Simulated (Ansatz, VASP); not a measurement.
**CuO in VASP and in Ansatz**

The input INCAR:

```
  PREC = Accurate
  ENCUT = 520
  EDIFF = 1E-6
  ISMEAR = 0
  SIGMA = 0.05
  LREAL = F
  LASPH = T
  NELM = 150
  ALGO = Normal
  ISIF = 2
  LWAVE = F
  LCHARG = F
  ISPIN = 2
  MAGMOM = 0.44 0.67
  LORBIT = 11
  LMAXMIX = 4
  LDAU = T
  LDAUTYPE = 2
  LDAUL = 2 -1
  LDAUU = 6 0
  LDAUJ = 0 0
  LDAUPRINT = 1
  GGA = CA
  NBANDS = 20
```

The input KPOINTS:

```
regular mesh
0
Gamma
  8 8 7
```

POSCAR

```
CuO
1.0
    2.8363251100      0.0000000000      0.0000000000
   -1.4181625500      2.4563296000      0.0000000000
    0.0000000000      0.0000000000      2.7681127800
Cu O
1 1
Direct
    0.0000000000      0.0000000000      0.0000000000
    0.6666666667      0.3333333333      0.5000000000
```

Input for Ansatz:

```yaml
crystal:
  lattice:
    - [2.83632511, 0.0, 0.0]
    - [-1.41816255, 2.4563296, 0.0]
    - [0.0, 0.0, 2.76811278]
  atoms:
    - { symbol: Cu, position: [0.0, 0.0, 0.0], spin: 1.0 }
    - { symbol: O, position: [0.6666666667, 0.3333333333, 0.5] }
basis:
  ecutwfc: 420
  ecutrho_ratio: 4
kpoints:
  mp_grid: { grid: [8, 8, 7] }
hamiltonian:
  xc: lda
  hubbard:
    sites:
      - { site: 0, l: d, u_eff: 6.0, starting_ns: [{ spin: up, occupation_matrix: s0up }, { spin: down, occupation_matrix: s0down }] }
    occupation_matrices:
      s0up:
        matrix:
          - [0.97, 0.0, 0.0, 0.0, 0.0]
          - [0.0, 0.97, 0.0, 0.0, 0.0]
          - [0.0, 0.0, 0.97, 0.0, 0.0]
          - [0.0, 0.0, 0.0, 0.97, 0.0]
          - [0.0, 0.0, 0.0, 0.0, 0.97]
      s0down:
        matrix:
          - [0.97, 0.0, 0.0, 0.0, 0.0]
          - [0.0, 0.02, 0.0, 0.0, 0.0]
          - [0.0, 0.0, 0.97, 0.0, 0.0]
          - [0.0, 0.0, 0.0, 0.97, 0.0]
          - [0.0, 0.0, 0.0, 0.0, 0.97]
    ns_hold: { iters: 10 }
scf:
  occupations: { method: gaussian, width: 0.05 }
  lower_state_search: "off"
  max_iter: 150
output:
  forces: true
  stress: true
  eigenvalues: true
  populations: true
  hubbard: { sites: [{ site: 0, l: d }] }
  write_density: true
  write_potential: true
  elf: true
  volumetric_format: npy
magnetization:
  spin_polarized: true
```

Alike in both runs: task single point; functional LDA; k mesh 8 × 8 × 7; occupations gaussian, width 0.05 eV; collinear spin; Hubbard terms Cu d U = 6.0 eV.

```csv
,VASP,Ansatz
version,VASP 6.6.1,Ansatz 0.2.0
potentials or method,"VASP PAW LDA potentials, release 64 (Cu, O), cutoff 520 eV","scalar-relativistic, plane waves, PAW"
valence electrons in the cell,17,25
```

Ansatz gave:

| Quantity | Value |
| --- | --- |
| gap on the k mesh at the Fermi level (eV) | none |
| pressure (GPa) | -10.1 |
| traceless stress, the component that is largest in VASP (GPa) | -6.00 |
| net moment per atom (μB) | 0.50 |
| size of the moment on the site where the two differ most (μB) | 0.61 |

What did VASP give for the same quantities?

gap on the k mesh at the Fermi level (eV): none; pressure (GPa): -18.1; traceless stress, the component that is largest in VASP (GPa): -8.80; net moment per atom (μB): 0.50; size of the moment on the site where the two differ most (μB): 0.50.

LDA's correlation is that of Perdew and Zunger in VASP and of Perdew and Wang (1992) in Ansatz. Site moments also hang on the region over which each program counts them. The programs project onto different local orbitals, so the same U acts differently, and such runs can settle in different states. A gap of «none» marks a metal or a gap that the smearing closes. VASP's potentials hold 17 valence electrons a cell and Ansatz's 25, so a difference there can come from the potentials and not from the codes. Ansatz's warnings: filled band counts differ across k points, specified occupation not kept, symmetry narrowed by occupation matrices.
